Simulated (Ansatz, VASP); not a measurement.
**Pb in VASP and in Ansatz**

```
Pb
1.0
     0.12839    2.53563    2.53563
     2.53563    0.12839    2.53563
     2.53563    2.53563    0.12839
Pb
1
Direct
  0.00000 0.00000 0.00000
```

Alike in both runs: task single point; functional PBEsol; k mesh 18 × 18 × 18; occupations gaussian, width 0.15 eV; no spin polarisation.

|  | VASP | Ansatz |
| --- | --- | --- |
| version | VASP 6.6.1 | Ansatz 0.2.0 |
| potentials or method | VASP PAW PBE potentials, release 64 (Pb_d), cutoff 520 eV | scalar-relativistic, plane waves, PAW |
| valence electrons in the cell | 14 | 14 |

VASP gave:

| Property | Result |
| --- | --- |
| gap on the k mesh at the Fermi level (eV) | none |
| pressure (GPa) | 0.0 |
| traceless stress, the component that is largest in VASP (GPa) | -0.99 |

Task: What did Ansatz give for the same quantities?

Result: gap on the k mesh at the Fermi level (eV): none; pressure (GPa): 0.1; traceless stress, the component that is largest in VASP (GPa): -0.99.

VASP's potentials were made for PBE, not for PBEsol. A gap of «none» marks a metal or a gap that the smearing closes.

Neither program's run includes spin-orbit coupling.
